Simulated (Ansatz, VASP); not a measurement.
GdN in VASP and in Ansatz

```
Gd N
1.0
     4.05388    0.00000    0.00000
    -2.02694    3.51077    0.00000
     0.00000    0.00000    5.10057
Gd N
2 2
Direct
  0.33333 0.66667 0.42694
  0.66667 0.33333 0.92694
  0.33333 0.66667 0.95806
  0.66667 0.33333 0.45806
```

Change from the starting cell: species swapped into the TaN type (P6_3mc, No. 186).

Alike in both runs: functional PBE; k mesh 5 × 5 × 3; occupations gaussian, width 0.15 eV; collinear spin.

Ansatz relaxed the structure, and its values are those at the end. VASP's run is a single point on that final structure, the one shown.

|  | VASP | Ansatz |
| --- | --- | --- |
| version | VASP 6.6.1 | Ansatz 0.2.0 |
| potentials or method | VASP PAW PBE potentials, release 64 (Gd, N), cutoff 520 eV | scalar-relativistic, plane waves, PAW |
| valence electrons in the cell | 46 | 46 |

|  | VASP | Ansatz | Ansatz less VASP |
| --- | --- | --- | --- |
| gap on the k mesh at the Fermi level (eV) | 1.01 | 0.99 | -0.020 |
| least direct gap on the mesh (eV) | 1.04 | 1.02 | -0.025 |
| pressure (GPa) | 0.0 | -0.1 | -0.08 |
| rms of the force components (eV/Å) | 0.003 | 0.000 | -0.0032 |
| net moment per atom (μB) | 3.50 | 3.50 | 0.000 |
| size of the moment on the site where the two differ most (μB) | 6.80 | 6.82 | +0.019 |

Site moments also hang on the region over which each program counts them.

Spin-orbit coupling is off throughout.
